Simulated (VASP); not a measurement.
# BiTe (I4/mmm) in VASP: a series of runs

The runs below take BiTe through single point, with PBE.

Everything below comes from runs of VASP 6.6.1. Logs are shortened: lines on timing, memory, paths and dates and some standing lists are left out, and cuts for length are marked.

## Step 1: The cell of the first run

Symmetry: I4/mmm, No. 139, tetragonal system. The conventional cell has a = 4.712 Å, b = 4.712 Å, c = 6.276 Å, α = 90.00°, β = 90.00°, γ = 90.00°. Within 4.1 Å of Bi (site symmetry 4/mmm) lie 6 Te at 3.14 to 3.33 Å. Within 4.1 Å of Te (site symmetry 4/mmm) lie 6 Bi at 3.14 to 3.33 Å.

## Step 2: Single point, PBE (strain +0.030 along x and y, -0.030 along z)

INCAR

```
PREC = Accurate
ENCUT = 520
EDIFF = 1E-6
ISMEAR = 0
SIGMA = 0.15
LREAL = F
LASPH = T
NELM = 60
ALGO = Normal
ISIF = 2
LWAVE = F
LCHARG = T
GGA = PE
LELF = T
LVHAR = T
NBANDS = 18
```

KPOINTS

```
Automatic mesh
0
Gamma
  14 14 14
```

POSCAR

```
BiTe
1.0
    0.0000000000      3.3320500000      3.1379500000
    3.3320500000      0.0000000000      3.1379500000
    3.3320500000      3.3320500000      0.0000000000
Bi Te
1 1
Direct
    0.0000000000      0.0000000000      0.0000000000
    0.5000000000      0.5000000000      0.5000000000
```

Potentials or basis: VASP PAW PBE potentials, release 64 (Bi_d, Te).

Command:

```bash
$ cat potpaw_PBE.64/Bi_d/POTCAR potpaw_PBE.64/Te/POTCAR > POTCAR
$ mpirun -np 1 vasp_std > vasp.out
```

OUTCAR:

```text
PREC = Accurate
   ENCUT = 520
   EDIFF = 1E-6
   ISMEAR = 0
   LREAL = F
   LASPH = T
   NELM = 60
   ISIF = 2
   GGA = PE

 ion  position               nearest neighbor table
   1  0.000  0.000  0.000-   2 3.14   2 3.14   2 3.33   2 3.33   2 3.33   2 3.33
   2  0.500  0.500  0.500-   1 3.14   1 3.14   1 3.33   1 3.33   1 3.33   1 3.33

  LATTYP: Found a body centered tetragonal cell.
 ALAT       =     4.7122303005
 C/A-ratio  =     1.3318321898

  Lattice vectors:

 A1 = (   0.0000000000,  -3.3320500000,  -3.1379500000)
 A2 = (   0.0000000000,   3.3320500000,  -3.1379500000)
 A3 = (   3.3320500000,   0.0000000000,   3.1379500000)

Analysis of symmetry for initial positions (statically):
=====================================================================
 Subroutine PRICEL returns:
 Original cell was already a primitive cell.

 Routine SETGRP: Setting up the symmetry group for a
 body centered tetragonal supercell.

 Subroutine GETGRP returns: Found 16 space group operations
 (whereof 16 operations were pure point group operations)
 out of a pool of 16 trial point group operations.

The static configuration has the point symmetry D_4h.

Analysis of symmetry for dynamics (positions and initial velocities):
=====================================================================
 Subroutine PRICEL returns:
 Original cell was already a primitive cell.

 Routine SETGRP: Setting up the symmetry group for a
 body centered tetragonal supercell.

 Subroutine GETGRP returns: Found 16 space group operations
 (whereof 16 operations were pure point group operations)
 out of a pool of 16 trial point group operations.

The dynamic configuration has the point symmetry D_4h.

 Subroutine INISYM returns: Found 16 space group operations
 (whereof 16 operations are pure point group operations),
 and found     1 'primitive' translations

----------------------------------------------------------------------------------------

                                     Primitive cell

  volume of cell :      69.6785

  direct lattice vectors                    reciprocal lattice vectors
     0.000000000  3.332050000  3.137950000    -0.150057772  0.150057772  0.159339696
     3.332050000  0.000000000  3.137950000     0.150057772 -0.150057772  0.159339696
     3.332050000  3.332050000  0.000000000     0.150057772  0.150057772 -0.159339696

  length of vectors
     4.577039153  4.577039153  4.712230301     0.265374846  0.265374846  0.265374846

  position of ions in fractional coordinates (direct lattice)
     0.000000000  0.000000000  0.000000000
     0.500000000  0.500000000  0.500000000

  ion indices of the primitive-cell ions
   primitive index   ion index
                 1           1
                 2           2

----------------------------------------------------------------------------------------

 KPOINTS: Automatic mesh

Automatic generation of k-mesh.
 Grid dimensions read from file:
 generate k-points for:   14   14   14

 Generating k-lattice:

  Cartesian coordinates                     Fractional coordinates (reciprocal lattice)
    -0.010718412  0.010718412  0.011381407     0.071428571  0.000000000  0.000000000
     0.010718412 -0.010718412  0.011381407     0.000000000  0.071428571  0.000000000
     0.010718412  0.010718412 -0.011381407    -0.000000000 -0.000000000  0.071428571

  Length of vectors
     0.018955346  0.018955346  0.018955346

  Shift w.r.t. Gamma in fractional coordinates (k-lattice)
     0.000000000  0.000000000  0.000000000

 Subroutine IBZKPT returns following result:
 ===========================================

 Found    244 irreducible k-points:

 Following reciprocal coordinates:
            Coordinates               Weight
  0.000000  0.000000  0.000000      1.000000
  0.071429  0.000000  0.000000      8.000000
  0.142857  0.000000  0.000000      8.000000
  0.214286  0.000000  0.000000      8.000000
  0.285714  0.000000  0.000000      8.000000
  0.357143 -0.000000  0.000000      8.000000
[... 16 lines left out ...]
  0.214286  0.142857  0.000000      8.000000
  0.285714  0.142857  0.000000      8.000000
 [... further k-points ...]
   k-points           NKPTS =    244   k-points in BZ     NKDIM =    244   number of bands    NBANDS=     18
   number of dos      NEDOS =    301   number of ions     NIONS =      2
   total plane-waves  NPLWV =  46656
   dimension x,y,z NGX =    36 NGY =   36 NGZ =   36
   dimension x,y,z NGXF=    72 NGYF=   72 NGZF=   72
   ions per type =               1   1
   NGX,Y,Z   is equivalent  to a cutoff of  13.08, 13.08, 12.70 a.u.
   NGXF,Y,Z  is equivalent  to a cutoff of  26.15, 26.15, 25.40 a.u.
 SYSTEM =  unknown system
   PREC   = accura    normal or accurate (medium, high low for compatibility)
   ISTART =      0    job   : 0-new  1-cont  2-samecut
   ICHARG =      2    charge: 1-file 2-atom 10-const
   ISPIN  =      1    spin polarized calculation?
   LNONCOLLINEAR =      F non collinear calculations
   LSORBIT =      F    spin-orbit coupling
   LASPH  =      T    aspherical Exc in radial PAW
   ENCUT  =  520.0 eV  38.22 Ry    6.18 a.u.   8.51  8.51  8.76*2*pi/ulx,y,z
   NELM   =     60;   NELMIN=  2; NELMDL= -5     # of ELM steps
   EDIFF  = 0.1E-05   stopping-criterion for ELM
   LREAL  =      F    real-space projection
   EDIFFG = 0.1E-04   stopping-criterion for IOM
   NSW    =      0    number of steps for IOM
   IBRION =     -1    ionic relax: 0-MD 1-quasi-New 2-CG
   NFREE  =      0    steps in history (QN), initial steepest desc. (CG)
   ISIF   =      2    stress and relaxation
   ISYM   =      2    0-nonsym 1-usesym 2-fastsym
   POTIM  = 0.5000    time-step for ionic-motion
   TEBEG  =    0.0;   TEEND  =   0.0 temperature during run
   PSTRESS=    0.0 pullay stress
   NELECT =      21.0000    total number of electrons
   NUPDOWN=      -1.0000    fix difference up-down
   EMIN   =  10.00;   EMAX   =-10.00  energy-range for DOS
   EFERMI =   0.00;   METHOD = LEGACY
   ISMEAR =     0;   SIGMA  =   0.15  broadening in eV -4-tet -1-fermi 0-gaus
   EFERMI_NEDOS =   21; number of points for ismear=-14 and -15
   IALGO  =     38    algorithm
   IMIX   =      4    mixing-type and parameters
     AMIX     =   0.40;   BMIX     =  1.00
     AMIX_MAG =   1.60;   BMIX_MAG =  1.00
  volume/ion in A,a.u.               =      34.84       235.11
  Fermi-wavevector in a.u.,A,eV,Ry     =   1.097610  2.074183 16.391603  1.204749
  Thomas-Fermi vector in A             =   2.233974
   LORBIT       =      0    0 simple, 1 ext, 2 COOP (PROOUT), +10 PAW based schemes
   GGA     = PE    functional components
   LHFCALC =     F    Hartree Fock is set to
   AEXX    =    0.0000 exact exchange contribution
   IVDW    =     0    specifies the selected vdW correction
   LEPSILON=     F    determine dielectric tensor
   LRPA    =     F    only Hartree local field effects (RPA)
 non-spin polarized calculation
 Gauss-broadening in eV      SIGMA  =   0.15
  energy-cutoff  :      520.00
  volume of cell :       69.68
 maximum number of plane-waves:      1902
 NGX is ok and might be reduce to    36
   NGX = 17   NGY = 17   NGZ = 17

 number of electron      20.9999997 magnetization

 Free energy of the ion-electron system (eV)
  ---------------------------------------------------
  ext. energy  EPLUGINS =         0.00000000
  ---------------------------------------------------
  free energy    TOTEN  =        -7.13823695 eV

  energy without entropy =       -7.12122333  energy(sigma->0) =       -7.12973014

 E-fermi :   6.3122     XC(G=0):  -9.3028

 val. band max:        6.3093395443   @ k =   0.4286   0.0714   0.0000
 cond. band min:       6.3170797131   @ k =  -0.2857   0.2143   0.0000
 fundamental gap:      0.0077401689
 Fermi energy:         6.3121597310

 k-point     1 :       0.0000    0.0000    0.0000
  band No.  band energies     occupation
      1     -16.8673      2.00000
      2     -16.8528      2.00000
      3     -16.8528      2.00000
      4     -16.8254      2.00000
      5     -16.8243      2.00000
      6      -7.0533      2.00000
[... 10 lines left out ...]
     17      11.9062      0.00000
     18      12.5700      0.00000

 k-point     2 :       0.0714    0.0000    0.0000
  band No.  band energies     occupation
      1     -16.8675      2.00000
      2     -16.8526      2.00000
      3     -16.8525      2.00000
      4     -16.8254      2.00000
      5     -16.8242      2.00000
      6      -7.0094      2.00000
[... 10 lines left out ...]
     17      12.1971      0.00000
     18      12.8122      0.00000

 k-point     3 :       0.1429    0.0000    0.0000
  band No.  band energies     occupation
      1     -16.8680      2.00000
      2     -16.8520      2.00000
      3     -16.8518      2.00000
      4     -16.8255      2.00000
      5     -16.8239      2.00000
      6      -6.8781      2.00000
[... 10 lines left out ...]
     17      12.9337      0.00000
     18      13.4591      0.00000

 k-point     4 :       0.2143    0.0000    0.0000
  band No.  band energies     occupation
      1     -16.8689      2.00000
      2     -16.8513      2.00000
      3     -16.8509      2.00000
      4     -16.8255      2.00000
      5     -16.8235      2.00000
      6      -6.6614      2.00000
[... 375 lines left out ...]
      4     -16.8250      2.00000
      5     -16.8244      2.00000
      6      -6.7813      2.00000
[... 10 lines left out ...]
     17      12.1893      0.00000
     18      12.8096      0.00000

 k-point    23 :       0.2143    0.1429    0.0000
  band No.  band energies     occupation
      1     -16.8706      2.00000
      2     -16.8500      2.00000
      3     -16.8499      2.00000
      4     -16.8252      2.00000
      5     -16.8240      2.00000
      6      -6.6049      2.00000
[... 10 lines left out ...]
     17      12.6471      0.00000
     18      13.1784      0.00000

 k-point    24 :       0.2857    0.1429    0.0000
  band No.  band energies     occupation
      1     -16.8718      2.00000
      2     -16.8490      2.00000
      3     -16.8489      2.00000
      4     -16.8250      2.00000
      5     -16.8237      2.00000
      6      -6.3464      2.00000
[... 10 lines left out ...]
     17      13.4674      0.00000
     18      13.9478      0.00000

 [... further k-points ...]

------------------------ aborting loop because EDIFF is reached ----------------------------------------

  FORCE on cell =-STRESS in cart. coord.  units (eV):
  Direction    XX          YY          ZZ          XY          YZ          ZX
  --------------------------------------------------------------------------------------
  -------------------------------------------------------------------------------------
  Total       -0.8573440     -0.8573440      1.2949392      0.0000000      0.0000000     -0.0000000
  in kB      -19.7136319    -19.7136319     29.7756282      0.0000000      0.0000000     -0.0000000
  external PRESSURE =      -3.2172119 kB  Pullay stress =       0.0000000 kB

 VOLUME and BASIS-vectors are now :
 -----------------------------------------------------------------------------
  energy-cutoff  :      520.00
  volume of cell :       69.68
      direct lattice vectors                 reciprocal lattice vectors
     0.000000000  3.332050000  3.137950000    -0.150057772  0.150057772  0.159339696
     3.332050000  0.000000000  3.137950000     0.150057772 -0.150057772  0.159339696
     3.332050000  3.332050000  0.000000000     0.150057772  0.150057772 -0.159339696

 POSITION                                       TOTAL-FORCE (eV/Angst)
 -----------------------------------------------------------------------------------
      0.00000      0.00000      0.00000         0.000000      0.000000     -0.000000
      3.33205      3.33205      3.13795         0.000000      0.000000      0.000000
 -----------------------------------------------------------------------------------
    total drift:                               -0.000000      0.000000      0.000000

  FREE ENERGIE OF THE ION-ELECTRON SYSTEM (eV)
  ---------------------------------------------------
  free  energy   TOTEN  =        -7.1382369515 eV

  energy  without entropy=       -7.1212233344  energy(sigma->0) =       -7.12973014
```

Run time: 7.6 min. Hardware: 1 thread of Intel Xeon 8259CL, shared host; peak memory 0.44 GiB.

Results:

| Property | Result |
| --- | --- |
| Free energy | -7.1382 eV |
| Pressure | -0.3 GPa |
| Band gap on the k mesh | zero (an odd number of electrons rules out a gap without spin polarisation) |

Stress tensor (GPa, compression positive):
```
-1.97  0.00  0.00
 0.00 -1.97  0.00
 0.00  0.00  2.98
```

Caveat: the cell differs from its parent crystal (strain +0.030 along x and y, -0.030 along z); spin-orbit coupling is left out, which moves the levels of the heavy elements.

(Continued in part 2 of 2.)
